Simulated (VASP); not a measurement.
Runs of VASP 6.6.1 on Ir. The structure is that of space group Fm-3m (No. 225), or close to it. The cells are those of the table. 

| cell | gap on the mesh (eV) | pressure (GPa) |
| --- | --- | --- |
| a = 2.682 Å, angles 60.0°, 1 atom | none | 13.7 |
| a = 2.654 Å, angles 60.0°, 1 atom | none | (b) |
| a = 2.709 Å, angles 60.0°, 1 atom | none | 0.7 |
| a = 2.736 Å, angles 60.0°, 1 atom | none | (a) |
| a = 2.762 Å, angles 60.0°, 1 atom | none | -19.1 |

Alike in all rows: task single point; level PBEsol; potentials or basis VASP PAW PBE potentials, release 64 (Ir); no spin polarisation; k mesh 10 × 10 × 10; cutoff (eV) 500; smearing methfessel-paxton 0.05 eV.

**Question.** Fill in the values left out.

**Answer.** (a) -10.1; (b) 29.2.

Caveats: the PAW data sets were made with another functional, which shifts forces and pressure a little; spin-orbit coupling is left out, which moves the levels of the heavy elements.

A k mesh can miss the band edges, and the runs leave out spin-orbit coupling on Ir.

A gap of «none» marks levels without a gap at the run's occupations.
